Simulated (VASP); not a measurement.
# Se: single point with PBE

The system is Se.

```
Se
1.0
    -1.76084    1.72677    1.73723
     1.72677   -1.76084    1.73723
     1.75195    1.75195   -1.77130
Se
1
Direct
  0.00000 0.00000 0.00000
```

This cell differs from its parent crystal: strained.

- Program: VASP 6.6.1
- Task: single point
- Functional: PBE
- Potentials or basis: VASP PAW PBE potentials, release 64 (Se)
- Cutoff: 520 eV
- k mesh: 16 × 16 × 16
- Occupations: gaussian, width 0.1 eV
- Spin: no spin polarisation
- Dipole correction: no
- Further INCAR settings: ALGO = Normal; EDIFF = 1e-07; NBANDS = 9

```
Pressure               : -2.1 GPa
Band gap on the k mesh : zero (band 3 reaches 7.85 eV, above the bottom of band 4 at 1.59 eV)
```

Stress tensor (GPa, compression positive):
```
-2.12 -0.07 -0.95
-0.07 -2.12 -0.95
-0.95 -0.95 -1.98
```

Levels at points of the mesh, in eV from the Fermi level:
| k point | band 1 | band 2 | band 3 | band 4 | band 5 | band 6 | band 7 |
| --- | --- | --- | --- | --- | --- | --- | --- |
| (0.00, 0.00, 0.00) | -15.83 | 2.63 | 2.74 | 2.99 | 10.64 | 12.15 | 12.31 |
| (0.50, 0.00, 0.00) | -12.50 | -6.35 | -0.14 | 1.96 | 6.73 | 8.35 | 16.98 |
| (0.50, 0.50, 0.00) | -12.66 | -6.37 | 0.01 | 2.09 | 6.87 | 8.47 | 17.24 |
| (0.00, 0.00, 0.50) | -12.59 | -6.37 | -0.02 | 2.02 | 6.86 | 8.38 | 17.11 |
| (0.50, 0.00, 0.50) | -12.74 | -6.37 | 0.12 | 2.10 | 6.99 | 8.42 | 17.42 |
| (0.50, 0.50, 0.50) | -10.44 | -3.28 | -3.07 | -2.94 | 4.25 | 4.26 | 21.76 |

It took 70 s on 1 thread of Intel(R) Xeon(R) Platinum 8259CL CPU @ 2.50GHz (Skylake/Cascade Lake) (shared host), peak memory 0.31 GiB.

Caveat: the cell differs from its parent crystal (strained).
